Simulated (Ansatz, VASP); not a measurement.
# Two plane-wave programs on Sn3Sb2

```
Sn Sb
1.0
     4.58583    0.00000    0.00000
    -2.29292    3.97145    0.00000
     0.00000    0.00000    7.13481
Sn Sb
3 2
Direct
  0.00000 0.00000 0.00000
  0.33333 0.66667 0.64500
  0.66667 0.33333 0.35500
  0.33333 0.66667 0.24500
  0.66667 0.33333 0.75500
```

Alike in both runs: task relaxation of cell and atoms; functional PBE; k mesh 6 × 6 × 4; occupations gaussian, width 0.1 eV; no spin polarisation.

```csv
,VASP,Ansatz
version,VASP 6.6.1,Ansatz 0.2.0
potentials or method,"VASP PAW PBE potentials, release 64 (Sn_d, Sb), cutoff 600 eV","scalar-relativistic, plane waves, PAW"
valence electrons in the cell,52,72
```

Ansatz gave:

```
gap on the k mesh at the Fermi level, each at its own relaxed structure (eV) : none
relaxed volume (Å³/atom)                                                     : 31.45
relaxed cell length with the largest relative difference (Å)                 : 6.412
```

Problem. Estimate VASP's values.

Solution. gap on the k mesh at the Fermi level, each at its own relaxed structure (eV): none; relaxed volume (Å³/atom): 31.48; relaxed cell length with the largest relative difference (Å): 6.418.

A gap of «none» marks a metal or a gap that the smearing closes. VASP's potentials hold 52 valence electrons a cell and Ansatz's 72, so a difference there can come from the potentials and not from the codes.

Spin-orbit coupling is off throughout. Noted on VASP's run: the volume moved by over 15 % at a fixed basis, so the end points are rough.
